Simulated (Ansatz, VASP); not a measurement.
**NiO: VASP beside Ansatz**

```
CELL_PARAMETERS angstrom
0.00000 2.13384 2.13384
2.13384 0.00000 2.13384
2.13384 2.13384 0.00000
ATOMIC_POSITIONS crystal
Ni 0.00000 0.00000 0.00000
O 0.50000 0.50000 0.50000
```

Alike in both runs: task single point; functional PBE; k mesh 8 × 8 × 8; occupations gaussian, width 0.05 eV; collinear spin; Hubbard terms Ni d U = 6.2 eV.

```csv
,VASP,Ansatz
version,VASP 6.6.1,Ansatz 0.2.0
potentials or method,"VASP PAW PBE potentials, release 64 (Ni_sv_GW, O), cutoff 600 eV","scalar-relativistic, plane waves, PAW"
valence electrons in the cell,24,24
```

VASP gave:

```
gap on the k mesh at the Fermi level (eV)                     : 2.00
least direct gap on the mesh (eV)                             : 3.16
pressure (GPa)                                                : -3.8
net moment per atom (μB)                                      : 1.00
size of the moment on the site where the two differ most (μB) : 1.80
```

**Question.** Which values does Ansatz return?

**Answer.** gap on the k mesh at the Fermi level (eV): 1.94; least direct gap on the mesh (eV): 3.06; pressure (GPa): 0.0; net moment per atom (μB): 1.00; size of the moment on the site where the two differ most (μB): 1.74.

Site moments also hang on the region over which each program counts them. The programs project onto different local orbitals, so the same U acts differently, and such runs can settle in different states. Ansatz's warnings: stability check not made.
